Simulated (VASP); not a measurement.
Input of a VASP 6.6.1 run:

File INCAR:

```
  PREC = Accurate
  ENCUT = 520
  EDIFF = 1E-6
  ISMEAR = 0
  SIGMA = 0.05
  LREAL = F
  LASPH = T
  NELM = 80
  ALGO = Normal
  ISIF = 2
  LWAVE = F
  LCHARG = T
  GGA = PE
  LELF = T
  LVHAR = T
  NBANDS = 45
```

KPOINTS

```
Automatic mesh
0
Gamma
  6 6 6
```

The input POSCAR:

```
LiNbO3
1.0
    2.4987851349      1.4426742703      4.7966679450
   -2.4987851349      1.4426742703      4.7966679450
    0.0000000000     -2.8853485406      4.7966679450
Li Nb O
2 2 6
Direct
    0.2815913687      0.2815913687      0.2815913687
    0.7815913687      0.7815913687      0.7815913687
    0.0004900497      0.0004900497      0.0004900497
    0.5004900497      0.5004900497      0.5004900497
    0.1104619503      0.3580262714      0.7211003599
    0.7211003599      0.1104619503      0.3580262714
    0.3580262714      0.7211003599      0.1104619503
    0.2211003599      0.8580262714      0.6104619503
    0.8580262714      0.6104619503      0.2211003599
    0.6104619503      0.2211003599      0.8580262714
```

Potentials or basis: VASP PAW PBE potentials, release 64 (Li_sv, Nb_sv, O).

The run is started by

```sh
$ cat potpaw_PBE.64/Li_sv/POTCAR potpaw_PBE.64/Nb_sv/POTCAR potpaw_PBE.64/O/POTCAR > POTCAR
$ mpirun -np 1 vasp_std > vasp.out
```

Q: What does it give for the largest force?

A: 0.940 eV/Å.

Q: Estimate the band gap on the k mesh.

A: 3.75 eV (least direct gap 3.76 eV).

Forces in eV/Å, atoms in the order of the input:
```
Li   0.000  0.000  0.079
Li   0.000  0.000  0.079
Nb   0.000  0.000 -0.835
Nb   0.000  0.000 -0.835
O   -0.630  0.651  0.252
O   -0.248 -0.871  0.252
O    0.879  0.221  0.252
O   -0.879  0.221  0.252
O    0.630  0.651  0.252
O    0.248 -0.871  0.252
```

 A k mesh can miss the band edges.
